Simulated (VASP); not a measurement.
A run of VASP 6.6.1 is set up as follows.

The input INCAR:

```
SYSTEM = CrGe4Mo
ALGO     = Normal         ! electronic algorithm
EDIFF    = 1E-6           ! SCF threshold, eV
ENCUT    = 520            ! plane-wave cutoff, eV
GGA      = PE             ! functional
ISIF     = 2              ! what is computed and relaxed
ISMEAR   = 0              ! smearing method
LASPH    = .TRUE.         ! aspherical terms in the spheres
LCHARG   = .TRUE.         ! write CHGCAR
LELF     = .TRUE.         ! ELF
LREAL    = .FALSE.        ! projectors in reciprocal space
LVHAR    = .TRUE.       
LWAVE    = .FALSE.        ! write WAVECAR
NBANDS   = 50             ! bands
NELM     = 60             ! most SCF steps
PREC     = Accurate       ! precision mode
SIGMA    = 0.1            ! smearing width, eV
```

File KPOINTS:

```
k-points
0
G
  12 12 6
  0 0 0
```

POSCAR

```
CrGe4Mo
1.0
    3.1870823410      0.0000000000      0.0000000000
    0.0000000000      3.1870823410      0.0000000000
    0.0000000000      0.0000000000      7.9238080858
Cr Ge Mo
1 4 1
Direct
    0.0000000000      0.0000000000      0.0000000000
    0.0000000000      0.0000000000      0.6686031286
    0.5000000000      0.5000000000      0.1567098898
    0.0000000000      0.0000000000      0.3313968714
    0.5000000000      0.5000000000      0.8432901102
    0.5000000000      0.5000000000      0.5000000000
```

Potentials or basis: VASP PAW PBE potentials, release 64 (Cr_pv, Ge_d, Mo_sv).

Launch:

```sh
$ cat potpaw_PBE.64/Cr_pv/POTCAR potpaw_PBE.64/Ge_d/POTCAR potpaw_PBE.64/Mo_sv/POTCAR > POTCAR
$ mpirun -np 1 vasp_std > vasp.out
```

Question: Estimate the largest force.

Answer: 0.014 eV/Å.

Question: Estimate the pressure.

Answer: 18.2 GPa.

Question: Predict the band gap on the k mesh.

Answer: Zero (bands 41 and 42 overlap by 0.89 eV).

Forces on the atoms (eV/Å):
```
Cr   0.000  0.000  0.000
Ge   0.000  0.000  0.014
Ge   0.000  0.000 -0.007
Ge   0.000  0.000 -0.014
Ge   0.000  0.000  0.007
Mo   0.000  0.000  0.000
```

Caveat: the cell stands under pressure; the run has no spin polarisation, though such a crystal can be magnetic. Spin polarisation is off, so any magnetic state and its effect on volume and gap are missing.
